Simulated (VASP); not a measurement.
NbSb: single point with PBE

Crystal: NbSb.

```
CELL_PARAMETERS angstrom
3.59104 0.00000 0.00000
0.00000 3.59104 0.00000
0.00000 0.00000 6.51245
ATOMIC_POSITIONS crystal
Nb 0.50000 0.00000 0.86988
Nb 0.00000 0.50000 0.13012
Sb 0.50000 0.00000 0.32931
Sb 0.00000 0.50000 0.67069
```

The cell was generated, and may not be a known phase.

- Program: VASP 6.6.1
- Task: single point
- Functional: PBE
- Potentials or basis: VASP PAW PBE potentials, release 64 (Nb_sv, Sb)
- Cutoff: 520 eV
- k mesh: 14 × 14 × 8
- Occupations: gaussian, width 0.1 eV
- Spin: no spin polarisation

```yaml
Pressure: -0.2 GPa
Largest_force: 0.011 eV/Å
Band_gap_on_the_k_mesh: zero (bands 18 and 19 overlap by 0.43 eV)
```

Forces in eV/Å, atoms in the order of the input:
```
Nb   0.000  0.000 -0.011
Nb   0.000  0.000  0.011
Sb   0.000  0.000  0.005
Sb   0.000  0.000 -0.005
```

Stress tensor (GPa, compression positive):
```
-0.29  0.00  0.00
 0.00 -0.29  0.00
 0.00  0.00 -0.16
```

Levels at points of the mesh, in eV from the Fermi level:
```csv
k point,band 15,band 16,band 17,band 18,band 19,band 20,band 21,band 22
"(0.00, 0.00, 0.00)",-1.36,-0.44,-0.44,-0.37,-0.08,0.98,0.98,1.60
"(0.50, 0.00, 0.00)",-1.97,-1.97,-0.16,-0.16,0.95,0.95,0.97,0.97
"(0.50, 0.50, 0.00)",-2.57,-2.57,-1.39,-1.39,0.72,0.72,2.28,2.28
"(0.00, 0.00, 0.50)",-1.59,-0.53,-0.53,-0.49,-0.08,0.74,1.98,2.17
"(0.50, 0.00, 0.50)",-2.08,-2.08,-0.49,-0.49,1.46,1.46,1.86,1.86
"(0.50, 0.50, 0.50)",-2.91,-2.91,-1.29,-1.29,1.65,1.65,2.28,2.28
```

Wall time 8.3 min on 1 thread of Intel Xeon 8259CL, on a shared host, peak memory 0.44 GiB.

Caveat: spin-orbit coupling is left out, which moves the levels of the heavy elements.
